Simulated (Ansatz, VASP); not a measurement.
One calculation of ZrB2, two programs

```
Zr B
1.0
     3.09170    0.00000    0.00000
    -1.54585    2.67749    0.00000
     0.00000    0.00000    3.68210
Zr B
1 2
Direct
  0.00000 0.00000 0.00000
  0.33333 0.66667 0.50000
  0.66667 0.33333 0.50000
```

Alike in both runs: task single point; functional PBEsol; k mesh 15 × 15 × 12; occupations gaussian, width 0.15 eV; no spin polarisation.

|  | VASP | Ansatz |
| --- | --- | --- |
| version | VASP 6.6.1 | Ansatz 0.2.0 |
| potentials or method | VASP PAW PBE potentials, release 64 (Zr_sv, B), cutoff 520 eV | scalar-relativistic, plane waves, PAW |
| valence electrons in the cell | 18 | 18 |

|  | VASP | Ansatz | Ansatz less VASP |
| --- | --- | --- | --- |
| gap on the k mesh at the Fermi level (eV) | none | none | - |
| pressure (GPa) | -0.3 | -0.7 | -0.34 |
| traceless stress, the component that is largest in VASP (GPa) | -15.80 | -15.77 | +0.026 |

VASP's potentials were made for PBE, not for PBEsol. A gap of «none» marks a metal or a gap that the smearing closes.
